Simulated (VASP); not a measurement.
Here is a VASP 6.6.1 calculation.

The input POSCAR:

```
Li
1.0
    3.0570257715      0.0000000000      0.0000000000
   -1.5285128857      2.6474619781      0.0000000000
    0.0000000000      0.0000000000      9.9619416354
Li
4
Direct
    1.0000000000      1.0000000000      1.0000000000
    1.0000000000      1.0000000000      0.5000000000
    0.3333333333      0.6666666667      0.2500000000
    0.6666666667      0.3333333333      0.7500000000
```

The input INCAR.step1:

```
SYSTEM = Li
PREC     = Accurate       ! precision mode
ENCUT    = 830            ! plane-wave cutoff, eV
ISMEAR   = -1             ! smearing method
SIGMA    = 0.1            ! smearing width, eV
LREAL    = .FALSE.        ! projectors in reciprocal space
LASPH    = .TRUE.         ! aspherical terms in the spheres
NELM     = 120            ! most SCF steps
NBANDS   = 14             ! bands
GGA      = PE             ! functional
ALGO     = Normal         ! electronic algorithm
EDIFF    = 1E-5           ! SCF threshold, eV
LWAVE    = .TRUE.         ! write WAVECAR
LCHARG   = .FALSE.        ! write CHGCAR
GGA_COMPAT= .FALSE.
```

File INCAR.step2:

```
SYSTEM = Li
PREC     = Accurate       ! precision mode
ENCUT    = 830            ! plane-wave cutoff, eV
EDIFF    = 1E-6           ! SCF threshold, eV
ISMEAR   = -1             ! smearing method
SIGMA    = 0.1            ! smearing width, eV
LREAL    = .FALSE.        ! projectors in reciprocal space
LASPH    = .TRUE.         ! aspherical terms in the spheres
NELM     = 120            ! most SCF steps
ALGO     = Normal         ! electronic algorithm
ISIF     = 2              ! what is computed and relaxed
LWAVE    = .FALSE.        ! write WAVECAR
LCHARG   = .FALSE.        ! write CHGCAR
METAGGA  = R2SCAN         ! meta-GGA
LMIXTAU  = .TRUE.       
NBANDS   = 14             ! bands
ISTART   = 1            
GGA_COMPAT= .FALSE.
```

KPOINTS

```
regular mesh
0
G
  13 13 4
  0 0 0
```

Potentials or basis: VASP PAW PBE potentials, release 64 (Li_sv).

Launch:

```sh
$ cat potpaw_PBE.64/Li_sv/POTCAR > POTCAR
$ cp INCAR.step1 INCAR
$ mpirun -np 1 vasp_std > vasp.out
$ cp INCAR.step2 INCAR
$ mpirun -np 1 vasp_std > vasp.out
```

(1) Predict the pressure.

(2) What does it give for the band gap on the k mesh?

Answers

(1) 0.2 GPa.

(2) zero (bands 6 and 7 overlap by 4.45 eV).

Caveat: the PAW data sets were made with another functional, which shifts forces and pressure a little.
